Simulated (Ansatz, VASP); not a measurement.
**Two plane-wave programs on HC18F**

```
CELL_PARAMETERS angstrom
7.39800 0.00000 0.00000
-3.69900 6.40686 0.00000
0.00000 0.00000 11.00000
ATOMIC_POSITIONS crystal
C 0.98725 0.99283 0.07720
C 0.21148 0.10491 0.07726
C 0.98796 0.32843 0.07730
C 0.21059 0.43973 0.07724
C 0.98951 0.66094 0.07736
C 0.20914 0.77089 0.07736
C 0.32130 0.99510 0.07736
C 0.54392 0.10644 0.07733
C 0.32271 0.32755 0.07721
C 0.54231 0.43710 0.07730
C 0.32021 0.65934 0.07732
C 0.54460 0.77176 0.07749
C 0.65618 0.99458 0.07730
C 0.87582 0.10421 0.07720
C 0.65385 0.32603 0.07733
C 0.87813 0.43825 0.07738
C 0.65471 0.66165 0.07766
C 0.87770 0.77324 0.07734
F 0.62460 0.70190 0.36129
H 0.62507 0.70142 0.27586
```

Alike in both runs: functional PBE; dispersion D3(BJ); k mesh 2 × 2 × 1; occupations gaussian, width 0.02 eV; no spin polarisation.

Ansatz relaxed the structure, and its values are those at the end. VASP's run is a single point on that final structure, the one shown.

```csv
,VASP,Ansatz
version,VASP 6.6.1,Ansatz 0.2.0
potentials or method,"VASP PAW PBE potentials, release 64 (C, F, H), cutoff 520 eV","scalar-relativistic, plane waves, PAW"
valence electrons in the cell,80,80
```

|  | VASP | Ansatz | Ansatz less VASP |
| --- | --- | --- | --- |
| rms of the force components (eV/Å) | 0.052 | 0.004 | -0.0483 |

The k mesh is coarse, so the values compare programs but aren't converged.
